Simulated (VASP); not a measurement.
# MgSi24 in VASP: relaxation of the atoms with LDA

Aim: the relaxation of the atoms of MgSi24 with LDA.

All numbers are computed with VASP 6.6.1; they aren't measurements. Logs are shortened: lines on timing, memory, paths and dates and some standing lists are left out, and cuts for length are marked.

## Step 1: The cell of the first run

The cell holds a slab with vacuum, 25 atoms: a = 7.603 Å, b = 7.603 Å, c = 22.452 Å, α = 90.00°, β = 90.00°, γ = 120.00°.

## Step 2: Relaxation of the atoms, LDA

Input file INCAR:

```
ALGO = Normal
DIPOL = 0.5 0.5 0.343
EDIFF = 1E-7
EDIFFG = -0.025
ENCUT = 520
GGA_COMPAT = False
IBRION = 2
IDIPOL = 3
ISIF = 2
ISMEAR = 0
KPAR = 4
LASPH = True
LCHARG = False
LDIPOL = True
LREAL = False
LWAVE = False
NELM = 120
NELMDL = -8
NELMIN = 4
NSW = 36
PREC = Accurate
SIGMA = 0.05
```

Input file KPOINTS:

```
k-points
0
Gamma
  6 6 1
```

Input file POSCAR:

```
MgSi24
1.0
    7.6033702666      0.0000000000      0.0000000000
   -3.8016851333      6.5847118052      0.0000000000
    0.0000000000      0.0000000000     22.4524755747
Si Mg
24 1
Selective dynamics
Direct
    0.3333333333      0.1666666667      0.1781540742  F F F
    0.3333333333      0.6666666667      0.1781540742  F F F
    0.8333333333      0.1666666667      0.1781540742  F F F
    0.8333333333      0.6666666667      0.1781540742  F F F
    0.1666666667      0.3333333333      0.2134654946  F F F
    0.1666666667      0.8333333333      0.2134654946  F F F
    0.6666666667      0.3333333333      0.2134654946  F F F
    0.6666666667      0.8333333333      0.2134654946  F F F
    0.1666666667      0.3333333333      0.3181986290  F F F
    0.1666666667      0.8333333333      0.3181986290  F F F
    0.6666666667      0.3333333333      0.3181986290  F F F
    0.6666666667      0.8333333333      0.3181986290  F F F
    0.3333333333      0.1666666667      0.3520754171  F F F
    0.3333333333      0.6666666667      0.3520754171  F F F
    0.8333333333      0.1666666667      0.3520754171  F F F
    0.8333333333      0.6666666667      0.3520754171  F F F
    0.3333333333      0.1666666667      0.4580766846  F F F
    0.3333333333      0.6666666667      0.4580766846  F F F
    0.8333333333      0.1666666667      0.4580766846  F F F
    0.8333333333      0.6666666667      0.4580766846  F F F
    0.1666666667      0.3333333333      0.4878070366  F F F
    0.1666666667      0.8333333333      0.4878070366  F F F
    0.6666666667      0.3333333333      0.4878070366  F F F
    0.6666666667      0.8333333333      0.4878070366  F F F
    0.5000000000      0.5000000000      0.5406128208  F F T
```

Potentials or basis: VASP PAW LDA potentials, release 64 (Si, Mg).

Started as:

```bash
cat potpaw_LDA.64/Si/POTCAR potpaw_LDA.64/Mg/POTCAR > POTCAR
mpirun -np 4 vasp_std > vasp.out
```

OUTCAR:

```text
EDIFF = 1E-7
   EDIFFG = -0.025
   ENCUT = 520
   IBRION = 2
   ISIF = 2
   ISMEAR = 0
   LASPH = True
   LREAL = False
   NELM = 120
   NELMDL = -8
   NELMIN = 4
   NSW = 36
   PREC = Accurate

 ion  position               nearest neighbor table
   1  0.333  0.167  0.178-   5 2.33   6 2.33   7 2.33
   2  0.333  0.667  0.178-   6 2.33   5 2.33   8 2.33
   3  0.833  0.167  0.178-   7 2.33   8 2.33   5 2.33
   4  0.833  0.667  0.178-   8 2.33   7 2.33   6 2.33
   5  0.167  0.333  0.213-   1 2.33   2 2.33   3 2.33   9 2.35
   6  0.167  0.833  0.213-   2 2.33   1 2.33   4 2.33  10 2.35
   7  0.667  0.333  0.213-   3 2.33   4 2.33   1 2.33  11 2.35
   8  0.667  0.833  0.213-   4 2.33   3 2.33   2 2.33  12 2.35
   9  0.167  0.333  0.318-  13 2.32  14 2.32  15 2.32   5 2.35
  10  0.167  0.833  0.318-  14 2.32  13 2.32  16 2.32   6 2.35
  11  0.667  0.333  0.318-  15 2.32  16 2.32  13 2.32   7 2.35
  12  0.667  0.833  0.318-  16 2.32  15 2.32  14 2.32   8 2.35
  13  0.333  0.167  0.352-   9 2.32  10 2.32  11 2.32  17 2.38
  14  0.333  0.667  0.352-  10 2.32   9 2.32  12 2.32  18 2.38
  15  0.833  0.167  0.352-  11 2.32  12 2.32   9 2.32  19 2.38
  16  0.833  0.667  0.352-  12 2.32  11 2.32  10 2.32  20 2.38
  17  0.333  0.167  0.458-  21 2.29  22 2.29  23 2.29  13 2.38  25 2.87
  18  0.333  0.667  0.458-  22 2.29  21 2.29  24 2.29  14 2.38  25 2.87
  19  0.833  0.167  0.458-  23 2.29  24 2.29  21 2.29  15 2.38
  20  0.833  0.667  0.458-  24 2.29  23 2.29  22 2.29  16 2.38  25 2.87
  21  0.167  0.333  0.488-  17 2.29  18 2.29  19 2.29  25 2.49
  22  0.167  0.833  0.488-  18 2.29  17 2.29  20 2.29
  23  0.667  0.333  0.488-  19 2.29  20 2.29  17 2.29  25 2.49
  24  0.667  0.833  0.488-  20 2.29  19 2.29  18 2.29  25 2.49
  25  0.500  0.500  0.541-  24 2.49  21 2.49  23 2.49  17 2.87  20 2.87  18 2.87

  LATTYP: Found a hexagonal cell.
 ALAT       =     7.6033702666
 C/A-ratio  =     2.9529635921

  Lattice vectors:

 A1 = (   7.6033702666,   0.0000000000,   0.0000000000)
 A2 = (  -3.8016851333,   6.5847118052,   0.0000000000)
 A3 = (   0.0000000000,   0.0000000000,  22.4524755747)

Analysis of symmetry for initial positions (statically):
=====================================================================
 Subroutine PRICEL returns:
 Original cell was already a primitive cell.

 Routine SETGRP: Setting up the symmetry group for a
 hexagonal supercell.

 Subroutine GETGRP returns: Found  6 space group operations
 (whereof  2 operations were pure point group operations)
 out of a pool of 24 trial point group operations.

The static configuration has the point symmetry C_1h.
 The point group associated with its full space group is C_3v.

Analysis of symmetry for dynamics (positions and initial velocities):
=====================================================================
 Subroutine PRICEL returns:
 Original cell was already a primitive cell.

 Routine SETGRP: Setting up the symmetry group for a
 hexagonal supercell.

 Subroutine GETGRP returns: Found  6 space group operations
 (whereof  2 operations were pure point group operations)
 out of a pool of 24 trial point group operations.

The dynamic configuration has the point symmetry C_1h.
 The point group associated with its full space group is C_3v.

Analysis of constrained symmetry for selective dynamics:
=====================================================================
 Subroutine PRICEL returns:
 Original cell was already a primitive cell.

 Routine SETGRP: Setting up the symmetry group for a
 hexagonal supercell.

 Subroutine GETGRP returns: Found  6 space group operations
 (whereof  2 operations were pure point group operations)
 out of a pool of 24 trial point group operations.

The constrained configuration has the point symmetry C_1h.
 The point group associated with its full space group is C_3v.

 Subroutine INISYM returns: Found  6 space group operations
 (whereof  2 operations are pure point group operations),
 and found     1 'primitive' translations

----------------------------------------------------------------------------------------

                                     Primitive cell

  volume of cell :    1124.1057

  direct lattice vectors                    reciprocal lattice vectors
     7.603370267  0.000000000  0.000000000     0.131520624  0.075933468  0.000000000
    -3.801685133  6.584711805  0.000000000     0.000000000  0.151866935  0.000000000
     0.000000000  0.000000000 22.452475575     0.000000000  0.000000000  0.044538519

[... 94 lines left out ...]
   number of dos      NEDOS =    301   number of ions     NIONS =     25
   total plane-waves  NPLWV = 604800
   dimension x,y,z NGX =    60 NGY =   60 NGZ =  168
   dimension x,y,z NGXF=   120 NGYF=  120 NGZF=  336
   ions per type =              24   1
   NGX,Y,Z   is equivalent  to a cutoff of  13.12, 13.12, 12.44 a.u.
   NGXF,Y,Z  is equivalent  to a cutoff of  26.24, 26.24, 24.88 a.u.
 SYSTEM =  unknown system
   PREC   = accura    normal or accurate (medium, high low for compatibility)
   ISTART =      0    job   : 0-new  1-cont  2-samecut
   ICHARG =      2    charge: 1-file 2-atom 10-const
   ISPIN  =      1    spin polarized calculation?
   LNONCOLLINEAR =      F non collinear calculations
   LSORBIT =      F    spin-orbit coupling
   LASPH  =      T    aspherical Exc in radial PAW
   ENCUT  =  520.0 eV  38.22 Ry    6.18 a.u.  14.14 14.14 41.75*2*pi/ulx,y,z
   NELM   =    120;   NELMIN=  4; NELMDL= -8     # of ELM steps
   EDIFF  = 0.1E-06   stopping-criterion for ELM
   LREAL  =      F    real-space projection
   EDIFFG = -.3E-01   stopping-criterion for IOM
   NSW    =     36    number of steps for IOM
   IBRION =      2    ionic relax: 0-MD 1-quasi-New 2-CG
   NFREE  =      1    steps in history (QN), initial steepest desc. (CG)
   ISIF   =      2    stress and relaxation
   ISYM   =      2    0-nonsym 1-usesym 2-fastsym
   POTIM  = 0.5000    time-step for ionic-motion
   TEBEG  =    0.0;   TEEND  =   0.0 temperature during run
   PSTRESS=    0.0 pullay stress
   NELECT =      98.0000    total number of electrons
   NUPDOWN=      -1.0000    fix difference up-down
   EMIN   =  10.00;   EMAX   =-10.00  energy-range for DOS
   EFERMI =   0.00;   METHOD = LEGACY
   ISMEAR =     0;   SIGMA  =   0.05  broadening in eV -4-tet -1-fermi 0-gaus
   EFERMI_NEDOS =   21; number of points for ismear=-14 and -15
   IALGO  =     38    algorithm
   IMIX   =      4    mixing-type and parameters
     AMIX     =   0.40;   BMIX     =  1.00
     AMIX_MAG =   1.60;   BMIX_MAG =  1.00
  volume/ion in A,a.u.               =      44.96       303.43
  Fermi-wavevector in a.u.,A,eV,Ry     =   0.725907  1.371766  7.169472  0.526941
  Thomas-Fermi vector in A             =   1.816747
   LORBIT       =      0    0 simple, 1 ext, 2 COOP (PROOUT), +10 PAW based schemes
   GGA     = CA    functional components
   LHFCALC =     F    Hartree Fock is set to
   AEXX    =    0.0000 exact exchange contribution
   IVDW    =     0    specifies the selected vdW correction
   LEPSILON=     F    determine dielectric tensor
   LRPA    =     F    only Hartree local field effects (RPA)
 conjugate gradient relaxation of ions
 non-spin polarized calculation
 Gauss-broadening in eV      SIGMA  =   0.05
  energy-cutoff  :      520.00
  volume of cell :     1124.11
 maximum number of plane-waves:     30372
 NGX is ok and might be reduce to    60
   NGX = 29   NGY = 29   NGZ = 83

 dipolmoment           0.000000      0.000000      0.005938 electrons x Angstroem

--------------------------------------- Ionic step        1  -------------------------------------------

 number of electron      97.9999999 magnetization

 Free energy of the ion-electron system (eV)
  ---------------------------------------------------
  ext. energy  EPLUGINS =         0.00000000
  ---------------------------------------------------
  free energy    TOTEN  =      -134.53237156 eV

  energy without entropy =     -134.49219093  energy(sigma->0) =     -134.51228125

------------------------ aborting loop because EDIFF is reached ----------------------------------------

  FORCE on cell =-STRESS in cart. coord.  units (eV):
  Direction    XX          YY          ZZ          XY          YZ          ZX
  --------------------------------------------------------------------------------------
  -------------------------------------------------------------------------------------
  Total        2.5120157      2.5120157      5.1967198      0.0000000      0.0000000      0.0000000
  in kB        3.5803525      3.5803525      7.4068361      0.0000000      0.0000000      0.0000000
  external PRESSURE =       4.8558470 kB  Pullay stress =       0.0000000 kB
[... 46 lines left out ...]
--------------------------------------- Ionic step        2  -------------------------------------------

 number of electron      97.9999999 magnetization

 E-fermi :  -0.0306     XC(G=0):  -4.9093

 val. band max:       -0.0430070228   @ k =   0.5000   0.0000   0.0000
 cond. band min:      -0.0289253935   @ k =   0.1667   0.1667   0.0000
 fundamental gap:      0.0140816294
 Fermi energy:        -0.0306240341

 k-point     1 :       0.0000    0.0000    0.0000
  band No.  band energies     occupation
      1     -11.9840      2.00000
      2     -11.2356      2.00000
      3     -10.2042      2.00000
      4      -9.7423      2.00000
      5      -9.7423      2.00000
      6      -9.7126      2.00000
[... 437 lines left out ...]
     60       2.8515      0.00000
     61       2.9326      0.00000
 [bands above 61 left out]

------------------------ aborting loop because EDIFF is reached ----------------------------------------

  FORCE on cell =-STRESS in cart. coord.  units (eV):
  Direction    XX          YY          ZZ          XY          YZ          ZX
  --------------------------------------------------------------------------------------
  -------------------------------------------------------------------------------------
  Total        2.0681113      2.0681113      4.7932226      0.0000000     -0.0000000      0.0000000
  in kB        2.9476598      2.9476598      6.8317354      0.0000000     -0.0000000      0.0000000
  external PRESSURE =       4.2423516 kB  Pullay stress =       0.0000000 kB
[... 164 lines left out ...]
--------------------------------------- Ionic step        5  -------------------------------------------

 number of electron      97.9999999 magnetization

 dipolmoment           0.000000      0.000000     -0.250912 electrons x Angstroem

 Free energy of the ion-electron system (eV)
  ---------------------------------------------------
  ext. energy  EPLUGINS =         0.00000000
  ---------------------------------------------------
  free energy    TOTEN  =      -134.75451214 eV

  energy without entropy =     -134.71860551  energy(sigma->0) =     -134.73655883

 E-fermi :   0.0166     XC(G=0):  -4.9416

 val. band max:        0.0113531888   @ k =   0.1667   0.1667   0.0000
 cond. band min:       0.0175858210   @ k =   0.5000   0.0000   0.0000
 fundamental gap:      0.0062326322
 Fermi energy:         0.0166394247

 k-point     1 :       0.0000    0.0000    0.0000
  band No.  band energies     occupation
      1     -11.8923      2.00000
      2     -11.1347      2.00000
      3     -10.1335      2.00000
      4      -9.6527      2.00000
      5      -9.6527      2.00000
      6      -9.6434      2.00000
[... 437 lines left out ...]
     60       2.9339      0.00000
     61       3.0072      0.00000
 [bands above 61 left out]

------------------------ aborting loop because EDIFF is reached ----------------------------------------

 vacuum level on the upper side and lower side of the slab       (xc-potential included)        -0.558         0.404

  FORCE on cell =-STRESS in cart. coord.  units (eV):
  Direction    XX          YY          ZZ          XY          YZ          ZX
  --------------------------------------------------------------------------------------
  -------------------------------------------------------------------------------------
  Total        0.7138210      0.7138210      2.8148564      0.0000000     -0.0000000      0.0000000
  in kB        1.0174024      1.0174024      4.0119885      0.0000000     -0.0000000      0.0000000
  external PRESSURE =       2.0155978 kB  Pullay stress =       0.0000000 kB
[... 40 lines left out ...]
  FREE ENERGIE OF THE ION-ELECTRON SYSTEM (eV)
  ---------------------------------------------------
  free  energy   TOTEN  =      -134.7545121426 eV

  energy  without entropy=     -134.7186055098  energy(sigma->0) =     -134.73655883

 reached required accuracy - stopping structural energy minimisation

 vacuum level on the upper side and lower side of the slab         3.891         4.869
```

Run time: 23 min. Hardware: 4 MPI ranks of AMD EPYC 9R14 (Zen 4), shared host; peak memory 1 GiB.

What came out:

| Property | Result |
| --- | --- |
| Free energy | -134.7545 eV |
| Energy gained by relaxing | 8.9 meV/atom |
| Ionic steps | 5 |
| Band gap on the k mesh | zero (filled and empty bands touch) |

The path:
| step | energy change (eV) | largest force on free atoms (eV/Å) | pressure (GPa) |
| --- | --- | --- | --- |
| 1 | 0.0000 | 1.3312 | 0.49 |
| 2 | -0.0769 | 1.0641 | 0.42 |
| 3 | -0.2081 | 0.3141 | 0.26 |
| 4 | -0.2220 | 0.0341 | 0.21 |
| 5 | -0.2221 | 0.0007 | 0.20 |

Final structure:
```cif
data_structure
_symmetry_space_group_name_H-M 'P 1'
_symmetry_Int_Tables_number 1
_cell_length_a 7.6034
_cell_length_b 7.6034
_cell_length_c 22.4525
_cell_angle_alpha 90.000
_cell_angle_beta 90.000
_cell_angle_gamma 120.000
_cell_volume 1124.11
loop_
_atom_site_label
_atom_site_type_symbol
_atom_site_fract_x
_atom_site_fract_y
_atom_site_fract_z
_atom_site_occupancy
Si1 Si 0.33333 0.16667 0.17815 1
Si2 Si 0.33333 0.66667 0.17815 1
Si3 Si 0.83333 0.16667 0.17815 1
Si4 Si 0.83333 0.66667 0.17815 1
Si5 Si 0.16667 0.33333 0.21347 1
Si6 Si 0.16667 0.83333 0.21347 1
Si7 Si 0.66667 0.33333 0.21347 1
Si8 Si 0.66667 0.83333 0.21347 1
Si9 Si 0.16667 0.33333 0.31820 1
Si10 Si 0.16667 0.83333 0.31820 1
Si11 Si 0.66667 0.33333 0.31820 1
Si12 Si 0.66667 0.83333 0.31820 1
Si13 Si 0.33333 0.16667 0.35208 1
Si14 Si 0.33333 0.66667 0.35208 1
Si15 Si 0.83333 0.16667 0.35208 1
Si16 Si 0.83333 0.66667 0.35208 1
Si17 Si 0.33333 0.16667 0.45808 1
Si18 Si 0.33333 0.66667 0.45808 1
Si19 Si 0.83333 0.16667 0.45808 1
Si20 Si 0.83333 0.66667 0.45808 1
Si21 Si 0.16667 0.33333 0.48781 1
Si22 Si 0.16667 0.83333 0.48781 1
Si23 Si 0.66667 0.33333 0.48781 1
Si24 Si 0.66667 0.83333 0.48781 1
Mg1 Mg 0.50000 0.50000 0.55610 1
```

Levels at points of the mesh, in eV from the Fermi level:
| k point | band 46 | band 47 | band 48 | band 49 | band 50 | band 51 | band 52 | band 53 |
| --- | --- | --- | --- | --- | --- | --- | --- | --- |
| (0.00, 0.00, 0.00) | -0.67 | -0.16 | -0.03 | -0.03 | 0.02 | 0.02 | 0.46 | 0.52 |
| (0.50, 0.00, 0.00) | -0.76 | -0.61 | -0.24 | 0.00 | 0.04 | 0.18 | 0.26 | 1.07 |
